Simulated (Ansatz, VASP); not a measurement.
## One calculation of Pt, two programs

```
CELL_PARAMETERS angstrom
0.00000 1.96239 1.96239
1.96239 0.00000 1.96239
1.96239 1.96239 0.00000
ATOMIC_POSITIONS crystal
Pt 0.00000 0.00000 0.00000
```

Alike in both runs: functional r2SCAN; dispersion rVV10; k mesh 18 × 18 × 18; occupations gaussian, width 0.1 eV; no spin polarisation.

Ansatz relaxed the structure, and its values are those at the end. VASP's run is a single point on that final structure, the one shown.

|  | VASP | Ansatz |
| --- | --- | --- |
| version | VASP 6.6.1 | Ansatz 0.2.0 |
| potentials or method | VASP PAW PBE potentials, release 64 (Pt), cutoff 550 eV | scalar-relativistic, plane waves, PAW |
| valence electrons in the cell | 10 | 18 |

Ansatz gave:

```
gap on the k mesh at the Fermi level (eV) : none
pressure (GPa)                            : 0.0
```

Which values does VASP return?

gap on the k mesh at the Fermi level (eV): none; pressure (GPa): 2.1.

VASP's potentials were made for PBE, not for r2SCAN. A gap of «none» marks a metal or a gap that the smearing closes. VASP's potentials hold 10 valence electrons a cell and Ansatz's 18, so a difference there can come from the potentials and not from the codes.

Spin-orbit coupling is off throughout.
